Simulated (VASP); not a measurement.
LiF, 2 atoms in the cell. It takes space group Pm-3m (No. 221, cubic). The conventional cell has a = 2.739 Å, b = 2.739 Å, c = 2.739 Å, α = 90.00°, β = 90.00°, γ = 90.00°. Within 3.1 Å of Li (site symmetry m-3m) lie 8 F at 2.37 Å and 6 Li at 2.74 Å. F (site symmetry m-3m) has 8 Li at 2.37 Å and 6 F at 2.74 Å within 3.1 Å.  This cell differs from its parent crystal: K replaced by Li, lengths x 0.827, strained.

| Quantity | Value |
| --- | --- |
| Program | VASP 6.6.1 |
| Task | single point |
| Functional | PBE |
| Potentials or basis | VASP PAW PBE potentials, release 64 (Li_sv, F) |
| Cutoff | 750 eV |
| k mesh | 6 × 6 × 6 |
| Occupations | gaussian, width 0.1 eV |
| Spin | no spin polarisation |
| Dipole correction | no |
| Further INCAR settings | ALGO = Normal; EDIFF = 1e-06; NBANDS = 12 |

Potentials or basis: VASP PAW PBE potentials, release 64 (Li_sv, F).

Command:

```console
$ cat potpaw_PBE.64/Li_sv/POTCAR potpaw_PBE.64/F/POTCAR > POTCAR
$ mpirun -np 1 vasp_std > vasp.out
```

Hardware: 1 thread of Intel Xeon 8259CL, with other jobs on the host.

Question: How long does it take, and how much memory?

Answer: It took 6.9 s on 1 thread of Intel Xeon 8259CL (shared host), peak memory 0.13 GiB. Counts: scf iterations 11, k points 20.
